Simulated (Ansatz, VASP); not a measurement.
One calculation of SnTe, two programs

Contents of INCAR:

```
SYSTEM = SnTe
  ALGO = Normal
  EDIFF = 1E-7
  ENCUT = 520
  GGA = PE
  ISIF = 2
  ISMEAR = -1
  LASPH = .TRUE.
  LCHARG = .FALSE.
  LREAL = .FALSE.
  LWAVE = .FALSE.
  NBANDS = 17
  NELM = 100
  PREC = Accurate
  SIGMA = 0.02
```

File KPOINTS:

```
k-points
0
G
  8 8 8
  0 0 0
```

The input POSCAR:

```
SnTe
1.0
    0.0000000000      3.2212236489      3.2212236489
    3.2212236489      0.0000000000      3.2212236489
    3.2212236489      3.2212236489      0.0000000000
Sn Te
1 1
Direct
    0.0000000000      0.0000000000      0.0000000000
    0.5000000000      0.5000000000      0.5000000000
```

Input for Ansatz:

```yaml
crystal:
  lattice:
    - [0.0, 3.2212236489, 3.2212236489]
    - [3.2212236489, 0.0, 3.2212236489]
    - [3.2212236489, 3.2212236489, 0.0]
  atoms:
    - { symbol: Sn, position: [0.0, 0.0, 0.0] }
    - { symbol: Te, position: [0.5, 0.5, 0.5] }
kpoints:
  mp_grid: { grid: [8, 8, 8] }
  band_path:
    path:
      - [0.0, 0.0, 0.0]
      - [0.5, 0.0, 0.5]
      - [0.625, 0.25, 0.625]
      - [0.375, 0.375, 0.75]
      - [0.5, 0.5, 0.5]
      - [0.5, 0.25, 0.75]
      - [0.0, 0.0, 0.5]
    npoints: 1
hamiltonian:
  xc: pbe
scf:
  occupations: { method: fermi_dirac, width: 0.02 }
  n_extra_bands: 4
output:
  forces: true
  stress: true
  eigenvalues: true
```

Change from the starting cell: hydrostatic strain +1.0%.

Alike in both runs: task single point; functional PBE; k mesh 8 × 8 × 8; occupations fermi-dirac, width 0.02 eV; no spin polarisation.

|  | VASP | Ansatz |
| --- | --- | --- |
| version | VASP 6.6.1 | Ansatz 0.2.0 |
| potentials or method | VASP PAW PBE potentials, release 64 (Sn_d, Te) | plane waves, PAW |
| plane-wave cutoff (eV) | 520 | 420 |
| valence electrons in the cell | 20 | 30 |

|  | VASP | Ansatz | Ansatz less VASP |
| --- | --- | --- | --- |
| pressure (GPa) | -0.6 | -0.6 | +0.02 |

VASP's potentials hold 20 valence electrons a cell and Ansatz's 30, so a difference there can come from the potentials and not from the codes.

Spin-orbit coupling is off throughout.
